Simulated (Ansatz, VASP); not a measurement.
# One calculation of BN, two programs

```
CELL_PARAMETERS angstrom
2.49824 0.00000 0.00000
-1.24912 2.16354 0.00000
0.00000 0.00000 6.63570
ATOMIC_POSITIONS crystal
N 0.66667 0.33333 0.25000
N 0.33333 0.66667 0.75000
B 0.66667 0.33333 0.75000
B 0.33333 0.66667 0.25000
```

Alike in both runs: task relaxation of cell and atoms; functional PBE-based screened hybrid with a share of 0.25 of exact exchange and HFSCREEN = 0.3; k mesh 6 × 6 × 2; occupations fermi-dirac, width 0.05 eV; no spin polarisation.

|  | VASP | Ansatz |
| --- | --- | --- |
| version | VASP 6.6.1 | Ansatz 0.2.0 |
| potentials or method | VASP PAW PBE potentials, release 64 (N, B) | Ansatz PAW |
| plane-wave cutoff (eV) | 600 | 420 |
| valence electrons in the cell | 16 | 16 |

Ansatz gave:

```
gap on the k mesh at the Fermi level, each at its own relaxed structure (eV) : 5.34
relaxed volume (Å³/atom)                                                     : 10.73
relaxed length of the cell vector where the two differ most in proportion (Å)              : 7.960
```

Problem. Which values does VASP return?

Solution. gap on the k mesh at the Fermi level, each at its own relaxed structure (eV): 5.52; relaxed volume (Å³/atom): 10.19; relaxed length of the cell vector where the two differ most in proportion (Å): 7.551.

VASP's potentials were made for PBE, not for PBE-based screened hybrid. One of these differences is far larger than is usual between the two programs; its cause wasn't traced.

The k mesh is coarse, so the values compare programs but aren't converged. Noted on Ansatz's run: the volume moved by over 15 % at a fixed basis, so the end points are rough; the plane-wave basis is chosen anew once the cell has moved, so the energies of steps on either side of that aren't comparable.
